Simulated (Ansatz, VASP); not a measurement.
**NaI in VASP and in Ansatz**

```xyz
2
Lattice="-0.0162 3.2364 3.2364 3.2202 0.0000 3.2202 3.2364 3.2364 -0.0162" Properties=species:S:1:pos:R:3 pbc="T T T"
Na    0.0000    0.0000    0.0000
I     3.2202    3.2364    3.2202
```

Change from the starting cell: strain -0.0100 x Voigt [0, 0, 0, 0, 1, 0], atoms carried along.

Alike in both runs: task single point; functional r2SCAN; k mesh 6 × 6 × 6; occupations gaussian, width 0.05 eV; no spin polarisation.

|  | VASP | Ansatz |
| --- | --- | --- |
| version | VASP 6.6.1 | Ansatz 0.2.0 |
| potentials or method | VASP PAW PBE potentials, release 64 (Na_pv, I), cutoff 520 eV | scalar-relativistic, plane waves, PAW |
| valence electrons in the cell | 14 | 26 |

|  | VASP | Ansatz | Ansatz less VASP |
| --- | --- | --- | --- |
| gap on the k mesh at the Fermi level (eV) | 4.42 | 4.41 | -0.009 |
| least direct gap on the mesh (eV) | 4.42 | 4.41 | -0.009 |
| pressure (GPa) | -0.2 | -0.1 | +0.09 |
| traceless stress, the component that is largest in VASP (GPa) | 0.08 | 0.08 | +0.001 |

VASP's potentials were made for PBE, not for r2SCAN. VASP's potentials hold 14 valence electrons a cell and Ansatz's 26, so a difference there can come from the potentials and not from the codes.

Spin-orbit coupling is off throughout.
